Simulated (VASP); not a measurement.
Cr: single point with PBE

The system is Cr.

```
CELL_PARAMETERS angstrom
2.13279 0.00000 0.00000
-1.06639 1.84705 0.00000
0.00000 0.00000 3.38651
ATOMIC_POSITIONS crystal
Cr 0.33333 0.66667 0.25000
Cr 0.66667 0.33333 0.75000
```

This isn't the form of Cr at room conditions, which is bcc.

| Quantity | Value |
| --- | --- |
| Program | VASP 6.6.1 |
| Task | single point |
| Functional | PBE |
| Potentials or basis | VASP PAW PBE potentials, release 64 (Cr_sv) |
| Cutoff | 700 eV |
| k mesh | 20 × 20 × 11 |
| Occupations | fermi-dirac, width 0.1 eV |
| Spin | collinear spin, ferromagnetic start |
| Starting moments | [2.0, 2.0] μB |

```json
{
  "Pressure": "410.7 GPa",
  "Band gap on the k mesh": "zero (filled and empty bands overlap)",
  "Net moment": "0.00 μB per cell",
  "Valence electrons inside the program's atomic spheres": "Cr 12.82"
}
```

Stress tensor (GPa, compression positive):
```
410.64   0.00   0.00
  0.00 410.64   0.00
  0.00   0.00 410.86
```

Levels at points of the mesh, in eV from the Fermi level:
Spin up:
| k point | band 10 | band 11 | band 12 | band 13 | band 14 | band 15 | band 16 | band 17 | band 18 | band 19 |
| --- | --- | --- | --- | --- | --- | --- | --- | --- | --- | --- |
| (0.00, 0.00, 0.00) | -7.22 | -1.56 | -1.56 | -1.16 | -0.31 | -0.31 | 0.65 | 0.65 | 4.38 | 4.38 |
| (0.50, 0.00, 0.00) | -6.91 | -5.51 | -2.16 | -0.46 | 0.11 | 0.48 | 4.88 | 5.47 | 5.54 | 8.81 |
Spin down:
```
           k point  band 12  band 13  band 14  band 15  band 16  band 17
(0.00, 0.00, 0.00)    -1.56    -1.16    -0.31    -0.31     0.65     0.65
(0.50, 0.00, 0.00)    -2.16    -0.46     0.11     0.48     4.88     5.47
```

Run time: 4 min on 1 thread of Intel(R) Xeon(R) Platinum 8259CL CPU @ 2.50GHz (Skylake/Cascade Lake) (shared host), peak memory 0.28 GiB.

Caveat: the cell stands under pressure; the moments typed at the start vanished in this run.
